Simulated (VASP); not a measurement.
Wanted: the native input for a VASP 6.6.1 run.

```
Task                   : dielectric tensor
Functional             : PBE
Potentials or basis    : VASP PAW PBE potentials, release 64 (Cu, I)
Cutoff                 : 520 eV
k mesh                 : 6 × 6 × 4
Occupations            : gaussian, width 0.01 eV
Spin                   : no spin polarisation
Dipole correction      : no
Further INCAR settings : ALGO = Normal; EDIFF = 1e-08
```

The structure of CuI lies in POSCAR:

```
CuI
1.0
    4.3755374598      0.0000000000      0.0000000000
   -2.1877687299      3.7893265954      0.0000000000
    0.0000000000      0.0000000000      7.2537939909
Cu I
2 2
Direct
    0.3333333333      0.6666666667      0.2500000000
    0.6666666667      0.3333333333      0.7500000000
    0.6666666667      0.3333333333      0.2500000000
    0.3333333333      0.6666666667      0.7500000000
```

One way to write it, as run:

INCAR

```
  PREC = Accurate
  ENCUT = 520
  EDIFF = 1E-8
  ISMEAR = 0
  SIGMA = 0.01
  LREAL = F
  LASPH = T
  NELM = 60
  ALGO = Normal
  ISIF = 2
  LWAVE = F
  LCHARG = F
  GGA = PE
  LEPSILON = T
```

KPOINTS

```
regular mesh
0
Gamma
  6 6 4
```

Potentials or basis: VASP PAW PBE potentials, release 64 (Cu, I).

Launch:

```bash
$ cat potpaw_PBE.64/Cu/POTCAR potpaw_PBE.64/I/POTCAR > POTCAR
$ mpirun -np 1 vasp_std > vasp.out
```

Results of the run:

| Item | Value |
| --- | --- |
| Band gap on the k mesh | 1.23 eV |
| Electronic dielectric tensor (diagonal) | 7.93, 7.93, 4.30 |
| Born charges (mean of the diagonal) | Cu +1.14; I -1.14 e |

Caveat: spin-orbit coupling is left out, which moves the levels of the heavy elements.

It took 7.3 min on 1 thread of Intel(R) Xeon(R) 6975P-C (Granite Rapids), with other jobs on the host, peak memory 0.48 GiB.
